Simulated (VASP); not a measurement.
# H6C2O in VASP: notebook, part 4 of 4

VASP 6.6.1.

## Step 6: Relaxation of the atoms, PBE+D3(BJ)

The input, INCAR:

```
PREC = Accurate
ENCUT = 520
EDIFF = 1E-7
ISMEAR = -1
SIGMA = 0.02
LREAL = Auto
LASPH = True
NELM = 100
ALGO = Normal
ISIF = 2
LWAVE = False
LCHARG = False
GGA = PE
IVDW = 12
IBRION = 2
NSW = 35
EDIFFG = -0.3
```

The input, KPOINTS:

```
Automatic mesh
0
Gamma
  1 1 1
```

The input, POSCAR:

```
H6C2O
1.0
    7.2936330000      0.0000000000      0.0000000000
    0.0000000000      7.2936330000      0.0000000000
    0.0000000000      0.0000000000      7.2936330000
C O H
8 4 24
Direct
    0.2163401000      0.5144074000      0.2969294000
    0.0615314000      0.6475842000      0.2612994000
    0.5913848000      0.2873479000      0.7035729000
    0.7683763000      0.1896924000      0.7494935000
    0.3285631000      0.7158376000      0.8961356000
    0.1466293000      0.6960034000      0.7987807000
    0.5410760000      0.0047368000      0.2094488000
    0.3841131000      0.1374386000      0.1825379000
   -0.1021329000      0.5420074000      0.2429165000
    0.7415987000      0.0001083000      0.7093537000
    0.1309292000      0.5089550000      0.7436735000
    0.2190424000      0.0324685000      0.1843584000
   -0.2024324000      0.6265577000      0.2199678000
    0.0499912000      0.7454594000      0.3753312000
    0.0889584000      0.7267251000      0.1359979000
    0.3463971000      0.5873229000      0.3123971000
    0.1893764000      0.4367804000      0.4220413000
    0.2282974000      0.4180683000      0.1829918000
    0.8547648000     -0.0637697000      0.7384811000
    0.8816811000      0.2465485000      0.6679741000
    0.8024544000      0.2096841000      0.8949411000
    0.6031297000      0.4341536000      0.7315171000
    0.5584092000      0.2682793000      0.5588146000
    0.4792764000      0.2314586000      0.7855124000
    0.0142988000      0.4949357000      0.6809345000
    0.0339023000      0.7346303000      0.8910661000
    0.1413127000      0.7879518000      0.6794776000
    0.3489129000      0.8570740000      0.9420583000
    0.3330958000      0.6252606000      1.0152206000
    0.4403788000      0.6785188000      0.8038830000
    0.1173534000      0.1167188000      0.1671361000
    0.3837251000      0.2403760000      0.2926276000
    0.3999351000      0.2107078000      0.0517814000
    0.6722894000      0.0772196000      0.2093515000
    0.5257033000     -0.0670322000      0.3399052000
    0.5418941000     -0.0966652000      0.0993446000
```

Potentials or basis: VASP PAW PBE potentials, release 64 (C, O, H).

Run with:

```console
cat potpaw_PBE.64/C/POTCAR potpaw_PBE.64/O/POTCAR potpaw_PBE.64/H/POTCAR > POTCAR
mpirun -np 1 vasp_gam > vasp.out
```

OUTCAR:

```text
PREC = Accurate
   ENCUT = 520
   EDIFF = 1E-7
   ISMEAR = -1
   LREAL = Auto
   LASPH = True
   NELM = 100
   ISIF = 2
   GGA = PE
   IVDW = 12
   IBRION = 2
   NSW = 35
   EDIFFG = -0.3
 IVDW          = 12

 ion  position               nearest neighbor table
   1  0.216  0.514  0.297-  18 1.09  17 1.09  16 1.09   2 1.51
   2  0.062  0.648  0.261-  14 1.10  15 1.10   9 1.43   1 1.51
   3  0.591  0.287  0.704-  23 1.09  24 1.09  22 1.09   4 1.51
   4  0.768  0.190  0.749-  21 1.10  20 1.10  10 1.43   3 1.51
   5  0.329  0.716  0.896-  29 1.09  30 1.09  28 1.09   6 1.51
   6  0.147  0.696  0.799-  27 1.10  26 1.10  11 1.43   5 1.51
   7  0.541  0.005  0.209-  36 1.09  35 1.09  34 1.09   8 1.51
   8  0.384  0.137  0.183-  33 1.10  32 1.10  12 1.43   7 1.51
   9  0.898  0.542  0.243-  13 0.97   2 1.43
  10  0.742  0.000  0.709-  19 0.97   4 1.43
  11  0.131  0.509  0.744-  25 0.97   6 1.43
  12  0.219  0.032  0.184-  31 0.97   8 1.43
  13  0.798  0.627  0.220-   9 0.97
  14  0.050  0.745  0.375-   2 1.10
  15  0.089  0.727  0.136-   2 1.10
  16  0.346  0.587  0.312-   1 1.09
  17  0.189  0.437  0.422-   1 1.09
  18  0.228  0.418  0.183-   1 1.09
[... 16 lines left out ...]
  35  0.526  0.933  0.340-   7 1.09
  36  0.542  0.903  0.099-   7 1.09

  LATTYP: Found a simple cubic cell.
 ALAT       =     7.2936330000

  Lattice vectors:

 A1 = (   7.2936330000,   0.0000000000,   0.0000000000)
 A2 = (   0.0000000000,   7.2936330000,   0.0000000000)
 A3 = (   0.0000000000,   0.0000000000,   7.2936330000)

Analysis of symmetry for initial positions (statically):
=====================================================================
 Subroutine PRICEL returns:
 Original cell was already a primitive cell.

 Routine SETGRP: Setting up the symmetry group for a
 simple cubic supercell.

 Subroutine GETGRP returns: Found  1 space group operations
 (whereof  1 operations were pure point group operations)
 out of a pool of 48 trial point group operations.

The static configuration has the point symmetry C_1 .

Analysis of symmetry for dynamics (positions and initial velocities):
=====================================================================
 Subroutine PRICEL returns:
 Original cell was already a primitive cell.

 Routine SETGRP: Setting up the symmetry group for a
 simple cubic supercell.

 Subroutine GETGRP returns: Found  1 space group operations
 (whereof  1 operations were pure point group operations)
 out of a pool of 48 trial point group operations.

The dynamic configuration has the point symmetry C_1 .

 Subroutine INISYM returns: Found  1 space group operations
 (whereof  1 operations are pure point group operations),
 and found     1 'primitive' translations

----------------------------------------------------------------------------------------

                                     Primitive cell

  volume of cell :     388.0000

  direct lattice vectors                    reciprocal lattice vectors
     7.293633000  0.000000000  0.000000000     0.137105884  0.000000000  0.000000000
     0.000000000  7.293633000  0.000000000     0.000000000  0.137105884  0.000000000
     0.000000000  0.000000000  7.293633000     0.000000000  0.000000000  0.137105884

  length of vectors
     7.293633000  7.293633000  7.293633000     0.137105884  0.137105884  0.137105884

  position of ions in fractional coordinates (direct lattice)
     0.216340100  0.514407400  0.296929400
     0.061531400  0.647584200  0.261299400
     0.591384800  0.287347900  0.703572900
     0.768376300  0.189692400  0.749493500
     0.328563100  0.715837600  0.896135600
     0.146629300  0.696003400  0.798780700
[... 28 lines left out ...]
     0.525703300  0.932967800  0.339905200
     0.541894100  0.903334800  0.099344600

  ion indices of the primitive-cell ions
   primitive index   ion index
                 1           1
                 2           2
                 3           3
                 4           4
                 5           5
                 6           6
[... 28 lines left out ...]
[... 38 lines left out ...]
   NGX,Y,Z   is equivalent  to a cutoff of  12.31, 12.31, 12.31 a.u.
   NGXF,Y,Z  is equivalent  to a cutoff of  24.62, 24.62, 24.62 a.u.
 SYSTEM =  unknown system
   PREC   = accura    normal or accurate (medium, high low for compatibility)
   ISTART =      0    job   : 0-new  1-cont  2-samecut
   ICHARG =      2    charge: 1-file 2-atom 10-const
   ISPIN  =      1    spin polarized calculation?
   LNONCOLLINEAR =      F non collinear calculations
   LSORBIT =      F    spin-orbit coupling
   LASPH  =      T    aspherical Exc in radial PAW
   ENCUT  =  520.0 eV  38.22 Ry    6.18 a.u.  13.56 13.56 13.56*2*pi/ulx,y,z
   NELM   =    100;   NELMIN=  2; NELMDL= -5     # of ELM steps
   EDIFF  = 0.1E-06   stopping-criterion for ELM
   LREAL  =      T    real-space projection
   EDIFFG = -.3E+00   stopping-criterion for IOM
   NSW    =     35    number of steps for IOM
   IBRION =      2    ionic relax: 0-MD 1-quasi-New 2-CG
   NFREE  =      1    steps in history (QN), initial steepest desc. (CG)
   ISIF   =      2    stress and relaxation
   ISYM   =      2    0-nonsym 1-usesym 2-fastsym
   POTIM  = 0.5000    time-step for ionic-motion
   TEBEG  =    0.0;   TEEND  =   0.0 temperature during run
   PSTRESS=    0.0 pullay stress
   NELECT =      80.0000    total number of electrons
   NUPDOWN=      -1.0000    fix difference up-down
   EMIN   =  10.00;   EMAX   =-10.00  energy-range for DOS
   EFERMI =   0.00;   METHOD = LEGACY
   ISMEAR =    -1;   SIGMA  =   0.02  broadening in eV -4-tet -1-fermi 0-gaus
   EFERMI_NEDOS =   21; number of points for ismear=-14 and -15
   IALGO  =     38    algorithm
   IMIX   =      4    mixing-type and parameters
     AMIX     =   0.40;   BMIX     =  1.00
     AMIX_MAG =   1.60;   BMIX_MAG =  1.00
  volume/ion in A,a.u.               =      10.78        72.73
  Fermi-wavevector in a.u.,A,eV,Ry     =   0.967151  1.827650 12.726630  0.935381
  Thomas-Fermi vector in A             =   2.097013
   LORBIT       =      0    0 simple, 1 ext, 2 COOP (PROOUT), +10 PAW based schemes
   GGA     = PE    functional components
   LHFCALC =     F    Hartree Fock is set to
   AEXX    =    0.0000 exact exchange contribution
   IVDW    =    12    specifies the selected vdW correction
   LEPSILON=     F    determine dielectric tensor
   LRPA    =     F    only Hartree local field effects (RPA)
 conjugate gradient relaxation of ions
 non-spin polarized calculation
  energy-cutoff  :      520.00
  volume of cell :      388.00
 maximum number of plane-waves:      5198
 NGX is ok and might be reduce to    54
   NGX = 27   NGY = 27   NGZ = 27

--------------------------------------- Ionic step        1  -------------------------------------------

 number of electron      80.0000004 magnetization

 Free energy of the ion-electron system (eV)
  ---------------------------------------------------
  ext. energy  EPLUGINS =         0.00000000
  ---------------------------------------------------
  free energy    TOTEN  =      -187.08534271 eV

  energy without entropy =     -187.08534271  energy(sigma->0) =     -187.08534271

------------------------ aborting loop because EDIFF is reached ----------------------------------------

 Edisp (eV)   -1.32703

 E8    (eV) :    -0.2925
[... 509 lines left out ...]
--------------------------------------- Ionic step        8  -------------------------------------------

 number of electron      80.0000014 magnetization

 Free energy of the ion-electron system (eV)
  ---------------------------------------------------
  ext. energy  EPLUGINS =         0.00000000
  ---------------------------------------------------
  free energy    TOTEN  =      -187.20087420 eV

  energy without entropy =     -187.20087420  energy(sigma->0) =     -187.20087420

 E-fermi :  -2.3453     XC(G=0):  -6.4610

 val. band max:       -2.8930898700   @ k =   0.0000   0.0000   0.0000
 cond. band min:       1.6941753077   @ k =   0.0000   0.0000   0.0000
 fundamental gap:      4.5872651777
 Fermi energy:        -2.3452991520

 k-point     1 :       0.0000    0.0000    0.0000
  band No.  band energies     occupation
      1     -22.3984      2.00000
      2     -22.3068      2.00000
      3     -22.2897      2.00000
      4     -22.2531      2.00000
      5     -15.6293      2.00000
      6     -15.4932      2.00000
[... 44 lines left out ...]
     51       5.2824      0.00000
     52       5.5457      0.00000
 [bands above 52 left out]

------------------------ aborting loop because EDIFF is reached ----------------------------------------

 Edisp (eV)   -1.32481

 E8    (eV) :    -0.2918
[... 59 lines left out ...]
  FREE ENERGIE OF THE ION-ELECTRON SYSTEM (eV)
  ---------------------------------------------------
  free  energy   TOTEN  =      -188.5256872800 eV

  energy  without entropy=     -188.5256872800  energy(sigma->0) =     -188.52568728

 reached required accuracy - stopping structural energy minimisation
```

Wall time 2.1 min (1 thread of Intel Xeon 6975P-C (Granite Rapids), shared host); peak memory 0.4 GiB.

Results:

```
Free energy                  : -188.5257 eV
Energy gained by relaxing    : 3.1 meV/atom
Ionic steps                  : 8
Pressure after relaxing      : 0.3 GPa
Largest force after relaxing : 0.247 eV/Å
Band gap on the k mesh       : 4.59 eV
Dispersion energy per atom   : -0.037 eV
```

Forces on the atoms (eV/Å):
```
C   -0.155  0.091 -0.006
C    0.096  0.163  0.066
C    0.158 -0.119  0.021
C   -0.067 -0.002 -0.033
C   -0.128  0.007 -0.127
C    0.084 -0.074 -0.086
C   -0.202  0.111 -0.037
C   -0.051  0.007  0.074
O    0.081  0.036  0.112
O   -0.040  0.086  0.052
O    0.019  0.002 -0.041
O    0.108 -0.136  0.018
H   -0.097  0.036 -0.015
H   -0.190 -0.082  0.134
H   -0.078  0.007  0.066
H   -0.091  0.084  0.039
H    0.011 -0.116  0.026
H   -0.029 -0.031  0.009
H    0.064  0.024  0.022
H   -0.066 -0.041  0.069
H   -0.033 -0.026 -0.155
H    0.012 -0.104 -0.032
H    0.024  0.044  0.065
H    0.018  0.034 -0.100
H   -0.096  0.020 -0.034
H    0.090  0.099 -0.107
H   -0.025 -0.145  0.010
H    0.015  0.031 -0.122
H    0.055 -0.012 -0.106
H   -0.070  0.104 -0.028
H    0.128  0.186  0.033
H    0.108  0.020  0.057
H    0.107 -0.102  0.051
H   -0.075 -0.082  0.086
H    0.130 -0.022 -0.098
H    0.185 -0.100  0.117
```

Stress tensor (GPa, compression positive):
```
-0.28 -0.09 -0.21
-0.09  0.52  0.30
-0.21  0.30  0.64
```

Step by step:
```tsv
step	energy change (eV)	largest force (eV/Å)	pressure (GPa)
1	0.0000	0.6694	1.45
2	0.0254	1.2149	0.91
3	-0.0288	0.4339	1.19
4	-0.0573	0.5602	0.50
5	-0.0573	0.5562	0.50
6	-0.0788	0.3238	0.43
7	-0.0918	0.3760	0.32
8	-0.1133	0.2471	0.29
```

Final structure:
```yaml
crystal:
  lattice:
    - [7.29363, 0.00000, 0.00000]
    - [0.00000, 7.29363, 0.00000]
    - [0.00000, 0.00000, 7.29363]
  atoms:
    - { symbol: C, position: [0.21445, 0.51553, 0.29946] }
    - { symbol: C, position: [0.05862, 0.64727, 0.26566] }
    - { symbol: C, position: [0.59064, 0.28794, 0.70246] }
    - { symbol: C, position: [0.76839, 0.18924, 0.74989] }
    - { symbol: C, position: [0.32999, 0.71591, 0.89145] }
    - { symbol: C, position: [0.14707, 0.69644, 0.79545] }
    - { symbol: C, position: [0.54515, 0.00137, 0.21135] }
    - { symbol: C, position: [0.38748, 0.13409, 0.18271] }
    - { symbol: O, position: [0.89276, 0.54123, 0.24318] }
    - { symbol: O, position: [0.74439, 0.99712, 0.70946] }
    - { symbol: O, position: [0.12674, 0.50761, 0.74367] }
    - { symbol: O, position: [0.21561, 0.03600, 0.18553] }
    - { symbol: H, position: [0.79395, 0.62696, 0.21939] }
    - { symbol: H, position: [0.04736, 0.74757, 0.37793] }
    - { symbol: H, position: [0.08728, 0.72813, 0.14251] }
    - { symbol: H, position: [0.34625, 0.58655, 0.31454] }
    - { symbol: H, position: [0.19142, 0.43602, 0.42444] }
    - { symbol: H, position: [0.22529, 0.42468, 0.18094] }
    - { symbol: H, position: [0.85760, 0.93323, 0.73888] }
    - { symbol: H, position: [0.88301, 0.24446, 0.66662] }
    - { symbol: H, position: [0.80320, 0.20972, 0.89666] }
    - { symbol: H, position: [0.60168, 0.43552, 0.73158] }
    - { symbol: H, position: [0.55810, 0.26991, 0.55652] }
    - { symbol: H, position: [0.47657, 0.23309, 0.78440] }
    - { symbol: H, position: [0.01125, 0.49259, 0.67913] }
    - { symbol: H, position: [0.03329, 0.73428, 0.88922] }
    - { symbol: H, position: [0.14359, 0.78874, 0.67471] }
    - { symbol: H, position: [0.34552, 0.85705, 0.93889] }
    - { symbol: H, position: [0.33540, 0.62696, 0.01237] }
    - { symbol: H, position: [0.44365, 0.67971, 0.79923] }
    - { symbol: H, position: [0.11517, 0.12167, 0.16803] }
    - { symbol: H, position: [0.38813, 0.23519, 0.29368] }
    - { symbol: H, position: [0.40028, 0.20986, 0.05216] }
    - { symbol: H, position: [0.67479, 0.07836, 0.21158] }
    - { symbol: H, position: [0.52816, 0.93198, 0.34440] }
    - { symbol: H, position: [0.54832, 0.90160, 0.09917] }
```

Caveat: the k points lie up to 0.86 Å⁻¹ apart; the relaxation stopped at a loose force limit of 0.3 eV/Å, so its end isn't a converged minimum.

## Step 7: Single point, PBE+D3(BJ)

The input, INCAR:

```
SYSTEM = H6C2O
ALGO     = Normal         ! electronic algorithm
EDIFF    = 1E-6           ! SCF threshold, eV
ENCUT    = 910            ! plane-wave cutoff, eV
GGA      = PE             ! functional
GGA_COMPAT= .FALSE.      
ISIF     = 2              ! what is computed and relaxed
ISMEAR   = -1             ! smearing method
IVDW     = 12             ! dispersion correction
LASPH    = .TRUE.         ! aspherical terms in the spheres
LCHARG   = .FALSE.        ! write CHGCAR
LREAL    = Auto         
LWAVE    = .FALSE.        ! write WAVECAR
NBANDS   = 64             ! bands
NELM     = 120            ! most SCF steps
PREC     = Accurate       ! precision mode
SIGMA    = 0.02           ! smearing width, eV
```

The input, KPOINTS:

```
k-points
0
G
  1 1 1
  0 0 0
```

The input, POSCAR:

```
H6C2O
1.0
    7.2936330000      0.0000000000      0.0000000000
    0.0000000000      7.2936330000      0.0000000000
    0.0000000000      0.0000000000      7.2936330000
C O H
8 4 24
Direct
    0.2068738404      0.5207441596      0.3043531699
    0.0490737184      0.6518778605      0.2768487472
    0.5927225357      0.2860791089      0.7001072921
    0.7686786124      0.1871590678      0.7487478136
    0.3292737582      0.7173443322      0.8776455677
    0.1462821633      0.6947353079      0.7835582864
    0.5510497533     -0.0020964651      0.2167255363
    0.3951438306      0.1312945121      0.1881603419
   -0.1134413062      0.5445060793      0.2495732391
    0.7450603210     -0.0035998288      0.7097475238
    0.1252910250      0.5058355709      0.7355447872
    0.2234079709      0.0358885750      0.1900883248
   -0.2137102072      0.6284224211      0.2259647402
    0.0350907355      0.7447356874      0.3949338474
    0.0768643315      0.7381677605      0.1569069587
    0.3366446383      0.5940859719      0.3227257073
    0.1847097167      0.4338502000      0.4250767790
    0.2192456852      0.4337089854      0.1826008484
    0.8586363959     -0.0660174088      0.7400480413
    0.8835540477      0.2428449372      0.6674946814
    0.8021303612      0.2083509304      0.8947654899
    0.6038785689      0.4329589036      0.7294369779
    0.5617605977      0.2689853471      0.5542910137
    0.4776962886      0.2312106892      0.7795994852
    0.0073033979      0.4913670495      0.6757060760
    0.0344908461      0.7370570580      0.8767355587
    0.1410421279      0.7835199914      0.6613073532
    0.3455983502      0.8591704804      0.9225027137
    0.3375340771      0.6287265150      0.9984099969
    0.4415768215      0.6818997577      0.7845491490
    0.1261394198      0.1255447682      0.1738355382
    0.3982125746      0.2333451890      0.2985464011
    0.4113736970      0.2058079572      0.0576647749
    0.6814222944      0.0722477508      0.2193185914
    0.5339887383     -0.0733225924      0.3478841294
    0.5559571723     -0.1028849299      0.1058488171
```

Potentials or basis: VASP PAW PBE potentials, release 64 (C_h, O_h, H_h).

Run with:

```console
cat potpaw_PBE.64/C_h/POTCAR potpaw_PBE.64/O_h/POTCAR potpaw_PBE.64/H_h/POTCAR > POTCAR
mpirun -np 1 vasp_gam > vasp.out
```

It took 85 s on 1 thread of Intel Xeon Platinum 8375C at 2.90GHz (Ice Lake), shared host; peak memory 0.67 GiB.

It converged, with:

```
Free energy                : -189.0202 eV
Pressure                   : 0.5 GPa
Largest force              : 0.193 eV/Å
Band gap on the k mesh     : 4.63 eV
Dispersion energy per atom : -0.037 eV
```

Forces in eV/Å, atoms in the order of the input:
```
C   -0.121 -0.101 -0.010
C    0.164  0.027 -0.071
C    0.087 -0.090 -0.041
C   -0.065  0.089  0.010
C   -0.079  0.027 -0.084
C    0.124 -0.021  0.000
C   -0.100 -0.104 -0.023
C    0.102  0.103  0.026
O   -0.182 -0.041  0.050
O    0.025 -0.128 -0.003
O   -0.123  0.008  0.033
O   -0.110  0.025 -0.005
H   -0.025  0.004  0.005
H   -0.118 -0.012  0.057
H   -0.051  0.065  0.053
H   -0.021  0.042  0.048
H    0.058  0.029 -0.055
H    0.007  0.051 -0.005
H    0.010 -0.005  0.003
H    0.062 -0.019 -0.048
H    0.011  0.003  0.060
H    0.008  0.028  0.012
H    0.004  0.030 -0.054
H   -0.082  0.001  0.001
H   -0.017 -0.025 -0.007
H   -0.059  0.023  0.061
H    0.023 -0.021 -0.096
H    0.008  0.066 -0.030
H    0.014 -0.013  0.022
H    0.062  0.035 -0.105
H    0.146  0.005  0.052
H    0.021  0.049  0.055
H    0.045 -0.022 -0.024
H    0.032  0.026  0.056
H    0.060 -0.047  0.109
H    0.080 -0.090 -0.052
```

Stress tensor (GPa, compression positive):
```
 0.17  0.11 -0.16
 0.11  0.47  0.25
-0.16  0.25  0.84
```

Levels at points of the mesh, in eV from the valence-band top:
| k point | band 38 | band 39 | band 40 | band 41 | band 42 | band 43 |
| --- | --- | --- | --- | --- | --- | --- |
| (0.00, 0.00, 0.00) | -0.30 | -0.22 | 0.00 | 4.63 | 5.75 | 6.16 |

Caveat: the k points lie up to 0.86 Å⁻¹ apart; the cutoff is under 1.25 times the usual one of these potentials, so pressure, stress and relaxed cells hold a basis-set (Pulay) error.

## Step 8: Summary

```csv
task,potentials or basis,cell,cutoff (eV),second run,gap on the mesh (eV),pressure (GPa),largest force (eV/Å)
single point,"VASP PAW PBE potentials, release 64 (C, O, H)",as given,520,-,4.57,0.4,3.94
relaxation of the atoms,"VASP PAW PBE potentials, release 64 (C, O, H)",atoms relaxed,520,-,4.59,0.3,0.25
single point,"VASP PAW PBE potentials, release 64 (C_h, O_h, H_h)",as given,910,hard_potentials,4.63,0.5,0.19
```

Alike in all rows: level PBE+D3(BJ); no spin polarisation; k mesh 1 × 1 × 1; smearing fermi-dirac 0.02 eV.

Caveats: all runs use coarse meshes; the relaxation stopped at a loose force limit of 0.3 eV/Å, so its end isn't a converged minimum (some runs); the cutoff is under 1.25 times the usual one of these potentials, so pressure, stress and relaxed cells hold a basis-set (Pulay) error (some runs).

Absolute energies hang on the potentials; compare differences alone.
